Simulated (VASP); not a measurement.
Cd:

```xyz
1
Lattice="0.0000 2.2100 2.2100 2.2100 0.0000 2.2100 2.2100 2.2100 0.0000" Properties=species:S:1:pos:R:3 pbc="T T T"
Cd    0.0000    0.0000    0.0000
```

This isn't the form of Cd at room conditions, which is hcp.

- Program: VASP 6.6.1
- Task: relaxation of cell and atoms
- Functional: PBEsol
- Dispersion: D4
- Potentials or basis: VASP PAW PBE potentials, release 64 (Cd)
- Cutoff: 500 eV
- k mesh: 9 × 9 × 9
- Occupations: fermi-dirac, width 0.05 eV
- Spin: no spin polarisation

At the start: pressure -2.9 GPa; volume 21.59 Å³/atom.

Task: How do energy, volume and symmetry change on relaxing?

Result: Over 3 steps the energy falls by 10.2 meV/atom and the volume is 20.51 Å³/atom (-5.0 %); space group Fm-3m (No. 225, to 0.1 Å) before and after.

Step by step:
| step | energy change (eV) | largest force (eV/Å) | pressure (GPa) | volume (Å³) |
| --- | --- | --- | --- | --- |
| 1 | 0.0000 | 0.0000 | -2.86 | 21.59 |
| 2 | -0.0101 | 0.0000 | 0.35 | 20.40 |
| 3 | -0.0102 | 0.0000 | 0.00 | 20.51 |

Final structure:
```xyz
1
Lattice="0.0000 2.1727 2.1727 2.1727 0.0000 2.1727 2.1727 2.1727 0.0000" Properties=species:S:1:pos:R:3 pbc="T T T"
Cd    0.0000    0.0000    0.0000
```

Caveat: the PAW data sets were made with another functional, which shifts forces and pressure a little.
